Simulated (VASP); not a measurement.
## BP: relaxation of cell and atoms with PBEsol+D4

BP:

```
P B
1.0
     0.00000    2.26900    2.26900
     2.26900    0.00000    2.26900
     2.26900    2.26900    0.00000
P B
1 1
Direct
  0.75000 0.75000 0.75000
  0.00000 0.00000 0.00000
```

```yaml
Program: VASP 6.6.1
Task: relaxation of cell and atoms
Functional: PBEsol
Dispersion: D4
Potentials_or_basis: VASP PAW PBE potentials, release 64 (P, B)
Cutoff: 600 eV
k_mesh: 10 × 10 × 10
Occupations: fermi-dirac, width 0.05 eV
Spin: no spin polarisation
Dipole_correction: no
Further_INCAR_settings: ALGO = Normal; EDIFF = 1e-06; IBRION = 2; EDIFFG = -0.01; NSW = 60; ISIF = 3
```

The relaxed volume is 11.36 Å³/atom, the relaxed cell is a = 3.179 Å, b = 3.179 Å, c = 3.179 Å, α = 60.00°, β = 60.00°, γ = 60.00° and the space group after relaxing (to 0.05 Å) is F-43m (No. 216). The energy gained by relaxing is 4.7 meV/atom and the ionic steps are 3. The pressure after relaxing is 0.0 GPa, the band gap on the k mesh is 1.09 eV, indirect (least direct gap 3.40 eV) and the dispersion energy per atom is -0.204 eV.

The path:
| step | energy change (eV) | largest force (eV/Å) | pressure (GPa) | volume (Å³) |
| --- | --- | --- | --- | --- |
| 1 | 0.0000 | 0.0000 | -4.58 | 23.36 |
| 2 | -0.0039 | 0.0000 | 3.79 | 22.25 |
| 3 | -0.0094 | 0.0000 | 0.00 | 22.72 |

Final structure:
```
P B
1.0
     0.00000    2.24809    2.24809
     2.24809    0.00000    2.24809
     2.24809    2.24809    0.00000
P B
1 1
Direct
  0.75000 0.75000 0.75000
  0.00000 0.00000 0.00000
```

Levels at points of the mesh, in eV from the valence-band top:
| k point | band 1 | band 2 | band 3 | band 4 | band 5 | band 6 | band 7 | band 8 |
| --- | --- | --- | --- | --- | --- | --- | --- | --- |
| (0.00, 0.00, 0.00) | -15.75 | 0.00 | 0.00 | 0.00 | 3.40 | 3.40 | 3.40 | 7.77 |
| (0.50, 0.00, 0.00) | -12.29 | -9.30 | -1.80 | -1.80 | 3.90 | 4.67 | 4.67 | 10.02 |
| (0.50, 0.50, 0.00) | -10.72 | -8.74 | -4.25 | -4.25 | 1.17 | 1.49 | 12.36 | 12.36 |

It took 26 s on 1 thread of Intel(R) Xeon(R) Platinum 8375C CPU @ 2.90GHz (Ice Lake), with other jobs on the host, peak memory 0.15 GiB.

Caveat: the PAW data sets were made with another functional, which shifts forces and pressure a little. A k mesh can miss the band edges.
